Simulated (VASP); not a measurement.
# Cr (Pm-3m) in VASP: further runs

Cr is run at these levels: PBE; tasks: single point.

All numbers are computed with VASP 6.6.1; they aren't measurements. Logs are shortened: lines on timing, memory, paths and dates and some standing lists are left out, and cuts for length are marked.

## (1) The cell of the first run

It takes space group Pm-3m (No. 221, cubic). Conventional cell: a = 2.355 Å, b = 2.355 Å, c = 2.355 Å, α = 90.00°, β = 90.00°, γ = 90.00°. Within 3.1 Å of Cr (site symmetry m-3m) lie 6 Cr at 2.35 Å.

## (2) Single point, PBE

File INCAR:

```
SYSTEM = Cr
  PREC = Accurate
  ENCUT = 500
  EDIFF = 1E-6
  ISMEAR = -1
  SIGMA = 0.06122561905347299
  LREAL = .False.
  LASPH = .True.
  NELM = 120
  ALGO = Normal
  ISIF = 2
  LWAVE = .False.
  LCHARG = .False.
  GGA = PE
  NBANDS = 12
  GGA_COMPAT = .False.
```

File KPOINTS:

```
Automatic mesh
0
Gamma
  16 16 16
  0 0 0
```

File POSCAR:

```
Cr
1.0
    2.3547220700      0.0000000000      0.0000000000
    0.0000000000      2.3547220700      0.0000000000
    0.0000000000      0.0000000000      2.3547220700
Cr
1
Direct
    0.0000000000      0.0000000000      0.0000000000
```

Potentials or basis: VASP PAW PBE potentials, release 64 (Cr_pv).

Started as:

```bash
$ cat potpaw_PBE.64/Cr_pv/POTCAR > POTCAR
$ mpirun -np 1 vasp_std > vasp.out
```

OUTCAR:

```text
SYSTEM = Cr
   PREC = Accurate
   ENCUT = 500
   EDIFF = 1E-6
   ISMEAR = -1
   LREAL = .False.
   LASPH = .True.
   NELM = 120
   ISIF = 2
   GGA = PE

 ion  position               nearest neighbor table
   1  0.000  0.000  0.000-

  LATTYP: Found a simple cubic cell.
 ALAT       =     2.3547220700

  Lattice vectors:

 A1 = (   2.3547220700,   0.0000000000,   0.0000000000)
 A2 = (   0.0000000000,   2.3547220700,   0.0000000000)
 A3 = (   0.0000000000,   0.0000000000,   2.3547220700)

Analysis of symmetry for initial positions (statically):
=====================================================================
 Subroutine PRICEL returns:
 Original cell was already a primitive cell.

 Routine SETGRP: Setting up the symmetry group for a
 simple cubic supercell.

 Subroutine GETGRP returns: Found 48 space group operations
[... 9 lines left out ...]

 Routine SETGRP: Setting up the symmetry group for a
 simple cubic supercell.

 Subroutine GETGRP returns: Found 48 space group operations
[... 11 lines left out ...]
                                     Primitive cell

  volume of cell :      13.0563

  direct lattice vectors                    reciprocal lattice vectors
     2.354722070  0.000000000  0.000000000     0.424678569  0.000000000  0.000000000
     0.000000000  2.354722070  0.000000000     0.000000000  0.424678569  0.000000000
     0.000000000  0.000000000  2.354722070     0.000000000  0.000000000  0.424678569

  length of vectors
     2.354722070  2.354722070  2.354722070     0.424678569  0.424678569  0.424678569

  position of ions in fractional coordinates (direct lattice)
     0.000000000  0.000000000  0.000000000

  ion indices of the primitive-cell ions
   primitive index   ion index
                 1           1

----------------------------------------------------------------------------------------

 KPOINTS: Automatic mesh

Automatic generation of k-mesh.
 Grid dimensions read from file:
 generate k-points for:   16   16   16

 Generating k-lattice:

  Cartesian coordinates                     Fractional coordinates (reciprocal lattice)
     0.026542411  0.000000000  0.000000000     0.062500000  0.000000000  0.000000000
     0.000000000  0.026542411  0.000000000     0.000000000  0.062500000  0.000000000
     0.000000000  0.000000000  0.026542411     0.000000000  0.000000000  0.062500000

  Length of vectors
     0.026542411  0.026542411  0.026542411

  Shift w.r.t. Gamma in fractional coordinates (k-lattice)
     0.000000000  0.000000000  0.000000000

 Subroutine IBZKPT returns following result:
 ===========================================

 Found    165 irreducible k-points:

 Following reciprocal coordinates:
            Coordinates               Weight
  0.000000  0.000000  0.000000      1.000000
  0.062500  0.000000  0.000000      6.000000
  0.125000  0.000000  0.000000      6.000000
  0.187500  0.000000  0.000000      6.000000
  0.250000  0.000000  0.000000      6.000000
  0.312500  0.000000  0.000000      6.000000
[... 16 lines left out ...]
  0.437500  0.125000  0.000000     24.000000
  0.500000  0.125000  0.000000     12.000000
 [... further k-points ...]
   k-points           NKPTS =    165   k-points in BZ     NKDIM =    165   number of bands    NBANDS=     12
   number of dos      NEDOS =    301   number of ions     NIONS =      1
   total plane-waves  NPLWV =   5832
   dimension x,y,z NGX =    18 NGY =   18 NGZ =   18
   dimension x,y,z NGXF=    36 NGYF=   36 NGZF=   36
   ions per type =               1
   NGX,Y,Z   is equivalent  to a cutoff of  12.71, 12.71, 12.71 a.u.
   NGXF,Y,Z  is equivalent  to a cutoff of  25.42, 25.42, 25.42 a.u.
 SYSTEM =  Cr
   PREC   = accura    normal or accurate (medium, high low for compatibility)
   ISTART =      0    job   : 0-new  1-cont  2-samecut
   ICHARG =      2    charge: 1-file 2-atom 10-const
   ISPIN  =      1    spin polarized calculation?
   LNONCOLLINEAR =      F non collinear calculations
   LSORBIT =      F    spin-orbit coupling
   LASPH  =      T    aspherical Exc in radial PAW
   ENCUT  =  500.0 eV  36.75 Ry    6.06 a.u.   4.29  4.29  4.29*2*pi/ulx,y,z
   NELM   =    120;   NELMIN=  2; NELMDL= -5     # of ELM steps
   EDIFF  = 0.1E-05   stopping-criterion for ELM
   LREAL  =      F    real-space projection
   EDIFFG = 0.1E-04   stopping-criterion for IOM
   NSW    =      0    number of steps for IOM
   IBRION =     -1    ionic relax: 0-MD 1-quasi-New 2-CG
   NFREE  =      0    steps in history (QN), initial steepest desc. (CG)
   ISIF   =      2    stress and relaxation
   ISYM   =      2    0-nonsym 1-usesym 2-fastsym
   POTIM  = 0.5000    time-step for ionic-motion
   TEBEG  =    0.0;   TEEND  =   0.0 temperature during run
   PSTRESS=    0.0 pullay stress
   NELECT =      12.0000    total number of electrons
   NUPDOWN=      -1.0000    fix difference up-down
   EMIN   =  10.00;   EMAX   =-10.00  energy-range for DOS
   EFERMI =   0.00;   METHOD = LEGACY
   ISMEAR =    -1;   SIGMA  =   0.06  broadening in eV -4-tet -1-fermi 0-gaus
   EFERMI_NEDOS =   21; number of points for ismear=-14 and -15
   IALGO  =     38    algorithm
   IMIX   =      4    mixing-type and parameters
     AMIX     =   0.40;   BMIX     =  1.00
     AMIX_MAG =   1.60;   BMIX_MAG =  1.00
  volume/ion in A,a.u.               =      13.06        88.11
  Fermi-wavevector in a.u.,A,eV,Ry     =   1.591704  3.007884 34.470647  2.533521
  Thomas-Fermi vector in A             =   2.690203
   LORBIT       =      0    0 simple, 1 ext, 2 COOP (PROOUT), +10 PAW based schemes
   GGA     = PE    functional components
   LHFCALC =     F    Hartree Fock is set to
   AEXX    =    0.0000 exact exchange contribution
   IVDW    =     0    specifies the selected vdW correction
   LEPSILON=     F    determine dielectric tensor
   LRPA    =     F    only Hartree local field effects (RPA)
 non-spin polarized calculation
  energy-cutoff  :      500.00
  volume of cell :       13.06
 maximum number of plane-waves:       342
 NGX is ok and might be reduce to    18
   NGX =  9   NGY =  9   NGZ =  9

 number of electron      12.0000015 magnetization

 Free energy of the ion-electron system (eV)
  ---------------------------------------------------
  ext. energy  EPLUGINS =         0.00000000
  ---------------------------------------------------
  free energy    TOTEN  =        -8.50696417 eV

  energy without entropy =       -8.49028992  energy(sigma->0) =       -8.49862704

 E-fermi :   9.3915     XC(G=0): -12.8470

 val. band max:        9.3636392712   @ k =   0.5000   0.3125   0.1875
 cond. band min:       9.3932401352   @ k =   0.5000   0.2500   0.2500
 fundamental gap:      0.0296008639
 Fermi energy:         9.3914723274

 k-point     1 :       0.0000    0.0000    0.0000
  band No.  band energies     occupation
      1     -33.1496      2.00000
      2     -33.1496      2.00000
      3     -33.1496      2.00000
      4       2.1281      2.00000
      5       6.3108      2.00000
      6       6.3108      2.00000
      7      11.7993      0.00000
      8      11.7993      0.00000
      9      11.7993      0.00000
     10      16.9081      0.00000
     11      28.7542      0.00000
     12      28.7542      0.00000

 k-point     2 :       0.0625    0.0000    0.0000
  band No.  band energies     occupation
      1     -33.1879      2.00000
      2     -33.1463      2.00000
      3     -33.1463      2.00000
      4       2.2511      2.00000
      5       6.3371      2.00000
      6       6.3981      2.00000
      7      11.7156      0.00000
      8      11.7156      0.00000
      9      11.8057      0.00000
     10      16.9081      0.00000
     11      27.5947      0.00000
     12      28.9407      0.00000

 k-point     3 :       0.1250    0.0000    0.0000
  band No.  band energies     occupation
      1     -33.2968      2.00000
      2     -33.1370      2.00000
      3     -33.1370      2.00000
      4       2.6088      2.00000
      5       6.4128      2.00000
      6       6.6521      2.00000
      7      11.4835      0.00000
      8      11.4835      0.00000
      9      11.8240      0.00000
     10      16.9080      0.00000
     11      25.4276      0.00000
     12      29.4817      0.00000

 k-point     4 :       0.1875    0.0000    0.0000
  band No.  band energies     occupation
      1     -33.4576      2.00000
      2     -33.1231      2.00000
      3     -33.1230      2.00000
      4       3.1688      2.00000
      5       6.5281      2.00000
      6       7.0461      2.00000
      7      11.1520      0.00000
      8      11.1520      0.00000
      9      11.8515      0.00000
     10      16.9078      0.00000
     11      23.1757      0.00000
     12      30.3308      0.00000

 k-point     5 :       0.2500    0.0000    0.0000
  band No.  band energies     occupation
      1     -33.6446      2.00000
      2     -33.1065      2.00000
      3     -33.1065      2.00000
      4       3.8808      2.00000
      5       6.6676      2.00000
      6       7.5297      2.00000
      7      10.7824      0.00000
      8      10.7824      0.00000
      9      11.8841      0.00000
     10      16.9072      0.00000
     11      21.0781      0.00000
     12      31.4301      0.00000
[... 228 lines left out ...]
      1     -33.8105      2.00000
      2     -33.2309      2.00000
      3     -33.0779      2.00000
      4       5.0307      2.00000
      5       7.0699      2.00000
      6       8.0578      2.00000
      7      10.3770      0.00000
      8      10.4802      0.00000
      9      11.6383      0.00000
     10      16.9065      0.00000
     11      19.6008      0.00000
     12      28.0507      0.00000

 k-point    22 :       0.3750    0.1250    0.0000
  band No.  band energies     occupation
      1     -33.9630      2.00000
      2     -33.2156      2.00000
      3     -33.0640      2.00000
      4       5.7780      2.00000
      5       7.2049      2.00000
      6       8.1077      2.00000
      7      10.2032      0.00000
      8      10.5664      0.00000
      9      11.6719      0.00000
     10      16.9030      0.00000
     11      18.0243      0.00000
     12      28.7054      0.00000

 k-point    23 :       0.4375    0.1250    0.0000
  band No.  band energies     occupation
      1     -34.0637      2.00000
      2     -33.2053      2.00000
      3     -33.0546      2.00000
      4       6.4244      2.00000
      5       7.3237      2.00000
      6       7.8689      2.00000
      7      10.0238      0.00007
      8      10.9350      0.00000
      9      11.6947      0.00000
     10      16.8221      0.00000
     11      16.9873      0.00000
     12      29.1345      0.00000

 k-point    24 :       0.5000    0.1250    0.0000
  band No.  band energies     occupation
      1     -34.0989      2.00000
      2     -33.2016      2.00000
      3     -33.0514      2.00000
      4       6.7331      2.00000
      5       7.4598      2.00000
      6       7.5948      2.00000
      7       9.9619      0.00018
      8      11.1234      0.00000
      9      11.7027      0.00000
     10      16.4616      0.00000
     11      16.9245      0.00000
     12      29.2740      0.00000

 [... further k-points ...]

------------------------ aborting loop because EDIFF is reached ----------------------------------------

  FORCE on cell =-STRESS in cart. coord.  units (eV):
  Direction    XX          YY          ZZ          XY          YZ          ZX
  --------------------------------------------------------------------------------------
  -------------------------------------------------------------------------------------
  Total       -0.2930889     -0.2930889     -0.2930889     -0.0000000     -0.0000000      0.0000000
  in kB      -35.9659023    -35.9659023    -35.9659023     -0.0000000     -0.0000000      0.0000000
  external PRESSURE =     -35.9659023 kB  Pullay stress =       0.0000000 kB

 VOLUME and BASIS-vectors are now :
 -----------------------------------------------------------------------------
  energy-cutoff  :      500.00
  volume of cell :       13.06
      direct lattice vectors                 reciprocal lattice vectors
     2.354722070  0.000000000  0.000000000     0.424678569  0.000000000  0.000000000
     0.000000000  2.354722070  0.000000000     0.000000000  0.424678569  0.000000000
     0.000000000  0.000000000  2.354722070     0.000000000  0.000000000  0.424678569

 POSITION                                       TOTAL-FORCE (eV/Angst)
 -----------------------------------------------------------------------------------
      0.00000      0.00000      0.00000         0.000000      0.000000      0.000000
 -----------------------------------------------------------------------------------
    total drift:                                0.000000      0.000000      0.000000

  FREE ENERGIE OF THE ION-ELECTRON SYSTEM (eV)
  ---------------------------------------------------
  free  energy   TOTEN  =        -8.5069641693 eV

  energy  without entropy=       -8.4902899177  energy(sigma->0) =       -8.49862704
```

Wall time 27 s (1 thread of Intel Xeon 8259CL, shared host); peak memory 0.13 GiB.

What came out:

```yaml
Free_energy: -8.5070 eV
Pressure: -3.6 GPa
Band_gap_on_the_k_mesh: zero (band 6 reaches 10.43 eV, above the bottom of band 7 at 8.75 eV)
```

Levels at points of the mesh, in eV from the Fermi level:
| k point | band 4 | band 5 | band 6 | band 7 | band 8 | band 9 |
| --- | --- | --- | --- | --- | --- | --- |
| (0.00, 0.00, 0.00) | -7.26 | -3.08 | -3.08 | 2.41 | 2.41 | 2.41 |
| (0.50, 0.00, 0.00) | -3.05 | -2.34 | -0.68 | 0.51 | 0.51 | 2.58 |
| (0.50, 0.50, 0.00) | -4.39 | -1.64 | 0.92 | 0.92 | 3.63 | 6.08 |
| (0.50, 0.50, 0.50) | -2.82 | -2.82 | -2.82 | 3.74 | 3.74 | 7.52 |

Caveat: the run has no spin polarisation, though such a crystal can be magnetic. Spin polarisation is off, so any magnetic state and its effect on volume and gap are missing.

## (3) Single point, PBE

File INCAR:

```
ALGO = Normal
EDIFF = 1E-6
ENCUT = 500
GGA = PE
GGA_COMPAT = False
ISIF = 2
ISMEAR = -1
LASPH = True
LCHARG = False
LREAL = False
LWAVE = False
NBANDS = 12
NELM = 120
PREC = Accurate
SIGMA = 0.06122561905347299
```

File KPOINTS:

```
k-points
0
Gamma
  16 16 16
```

POSCAR is that of step 2.

Potentials or basis: VASP PAW PBE potentials, release 64 (Cr_pv).

Started as:

```bash
$ cat potpaw_PBE.64/Cr_pv/POTCAR > POTCAR
$ mpirun -np 1 vasp_std > vasp.out
```

Run time: 27 s. Hardware: 1 thread of Intel Xeon 8259CL, shared host; peak memory 0.14 GiB.

It converged, with:

```
Free energy            : -8.5070 eV
Pressure               : -3.6 GPa
Band gap on the k mesh : zero (band 6 reaches 10.43 eV, above the bottom of band 7 at 8.75 eV)
```

Levels at points of the mesh, in eV from the Fermi level:
| k point | band 4 | band 5 | band 6 | band 7 | band 8 | band 9 |
| --- | --- | --- | --- | --- | --- | --- |
| (0.00, 0.00, 0.00) | -7.26 | -3.08 | -3.08 | 2.41 | 2.41 | 2.41 |
| (0.50, 0.00, 0.00) | -3.05 | -2.34 | -0.68 | 0.51 | 0.51 | 2.58 |
| (0.50, 0.50, 0.00) | -4.39 | -1.64 | 0.92 | 0.92 | 3.63 | 6.08 |
| (0.50, 0.50, 0.50) | -2.82 | -2.82 | -2.82 | 3.74 | 3.74 | 7.52 |

Caveat: the run has no spin polarisation, though such a crystal can be magnetic. Spin polarisation is off, so any magnetic state and its effect on volume and gap are missing.

[end of part 1 of 2]
